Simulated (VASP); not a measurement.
Be3S5, 8 atoms in the cell. The typed cell holds 8 atoms: a = 3.543 Å, b = 3.554 Å, c = 10.871 Å, α = 81.83°, β = 80.63°, γ = 88.50°. 

* Program: VASP 6.6.1
* Task: relaxation of cell and atoms
* Functional: PBE
* Potentials or basis: VASP PAW PBE potentials, release 64 (Be, S)
* Cutoff: 600 eV
* k mesh: 8 × 8 × 4
* Occupations: gaussian, width 0.02 eV
* Spin: no spin polarisation
* Dipole correction: no
* Further INCAR settings: ALGO = Normal; EDIFF = 1e-07; IBRION = 2; EDIFFG = -0.01; NSW = 100; ISIF = 3

Potentials or basis: VASP PAW PBE potentials, release 64 (Be, S).

The run is started by

```console
$ cat potpaw_PBE.64/Be/POTCAR potpaw_PBE.64/S/POTCAR > POTCAR
$ mpirun -np 1 vasp_std > vasp.out
```

Hardware: 1 thread of Oxide Virtual Turin-like Processor (shared host).

How long does it take, and how much memory?

Wall time 51 min on 1 thread of Oxide Virtual Turin-like Processor, with other jobs on the host, peak memory 0.5 GiB. Counts: scf iterations 84, k points 132, ion steps 10.
